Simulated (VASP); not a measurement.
A run of VASP 6.6.1:

The input INCAR:

```
SYSTEM = GaSbTe4
  PREC = Accurate
  ENCUT = 600
  EDIFF = 1E-6
  ISMEAR = 0
  SIGMA = 0.1
  LREAL = .FALSE.
  LASPH = .TRUE.
  NELM = 100
  ALGO = Normal
  ISIF = 3
  LWAVE = .FALSE.
  LCHARG = .FALSE.
  GGA = PE
  IBRION = 2
  NSW = 100
  EDIFFG = -0.01
```

KPOINTS

```
regular mesh
0
G
  6 6 8
  0 0 0
```

File POSCAR:

```
GaSbTe4
1.0
    6.8204255748      0.0000000000      0.0000000000
   -3.4102127874      5.9066618124      0.0000000000
    0.0000000000      0.0000000000      5.0060831423
Ga Sb Te
1 1 4
Direct
    0.0000000000      0.0000000000      0.0000000000
    0.3333333333      0.6666666667      0.0000000000
    0.6666666667      0.3333333333      0.0000000000
    0.0037904805      0.5018952402      0.5000000000
    0.4981047598      0.5018952402      0.5000000000
    0.4981047598      0.9962095195      0.5000000000
```

Potentials or basis: VASP PAW PBE potentials, release 64 (Ga_d, Sb, Te).

Launch:

```bash
$ cat potpaw_PBE.64/Ga_d/POTCAR potpaw_PBE.64/Sb/POTCAR potpaw_PBE.64/Te/POTCAR > POTCAR
$ mpirun -np 1 vasp_std > vasp.out
```

Hardware: 1 thread of Intel(R) Xeon(R) 6975P-C (Granite Rapids) (shared host).

Question: How long does it take, and how much memory?

Answer: Wall time 21 min on 1 thread of Intel(R) Xeon(R) 6975P-C (Granite Rapids), on a shared host, peak memory 0.51 GiB. Counts: scf iterations 140, k points 35, ion steps 20.
